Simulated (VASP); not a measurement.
Input of a VASP 6.6.1 run:

The input INCAR:

```
SYSTEM = AlGa3N4
ALGO = Normal ; EDIFF = 1E-6
ENCUT = 520 ; GGA = CA
ISIF = 2 ; ISMEAR = 0
LASPH = .TRUE. ; LCHARG = .FALSE.
LREAL = .FALSE. ; LWAVE = .FALSE.
NBANDS = 41 ; NELM = 80
PREC = Accurate ; SIGMA = 0.05
```

Contents of KPOINTS:

```
k-points
0
G
  6 6 6
  0 0 0
```

File POSCAR:

```
AlGa3N4
1.0
    4.5428476540      0.0693393783      0.0693393783
    0.0693393783      4.5428476540      0.0693393783
    0.0693393783      0.0693393783      4.5428476540
Al Ga N
1 3 4
Direct
    0.0000000000      0.0000000000      0.0000000000
    0.5000000000      0.5000000000      0.0000000000
    0.5000000000      0.0000000000      0.5000000000
    0.0000000000      0.5000000000      0.5000000000
    0.7548078379      0.7548078379      0.2451921621
    0.7548078379      0.2451921621      0.7548078379
    0.2451921621      0.7548078379      0.7548078379
    0.2451921621      0.2451921621      0.2451921621
```

Potentials or basis: VASP PAW LDA potentials, release 64 (Al, Ga_d, N).

The run is started by

```bash
$ cat potpaw_LDA.64/Al/POTCAR potpaw_LDA.64/Ga_d/POTCAR potpaw_LDA.64/N/POTCAR > POTCAR
$ mpirun -np 1 vasp_std > vasp.out
```

**Question.** What does it give for the band gap on the k mesh?

**Answer.** 1.92 eV, direct.

**Question.** Estimate the pressure.

**Answer.** -12.1 GPa.

**Question.** What does it give for the largest force?

**Answer.** 0.275 eV/Å.

Stress tensor (GPa, compression positive):
```
-12.12  -4.94  -4.94
 -4.94 -12.12  -4.94
 -4.94  -4.94 -12.12
```

Expect the measured gap to be larger: semilocal functionals such as LDA lack the derivative discontinuity.
